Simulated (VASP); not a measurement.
Input of a VASP 6.6.1 run:

Contents of INCAR:

```
ALGO = Normal
EDIFF = 1E-7
ENCUT = 520
ISIF = 2
ISMEAR = -1
LASPH = T
LCHARG = F
LREAL = F
LWAVE = F
NBANDS = 17
NELM = 100
PREC = Accurate
SIGMA = 0.08
```

KPOINTS

```
k-points
0
Gamma
  10 10 10
```

Contents of POSCAR:

```
Ca
1.0
    1.8411314524     -1.0629777396      6.0235144905
    0.0000000000      2.1259554793      6.0235144905
   -1.8411314524     -1.0629777396      6.0235144905
Ca
2
Direct
    0.2500000000      0.2500000000      0.2500000000
   -0.2500000000     -0.2500000000     -0.2500000000
```

Potentials or basis: VASP PAW LDA potentials, release 64 (Ca_sv).

Run with:

```bash
$ cat potpaw_LDA.64/Ca_sv/POTCAR > POTCAR
$ mpirun -np 1 vasp_std > vasp.out
```

(1) Estimate the pressure.

(2) Predict the band gap on the k mesh.

## Answers

(1) 1.6 GPa.

(2) zero (bands 10 and 11 overlap by 0.01 eV).
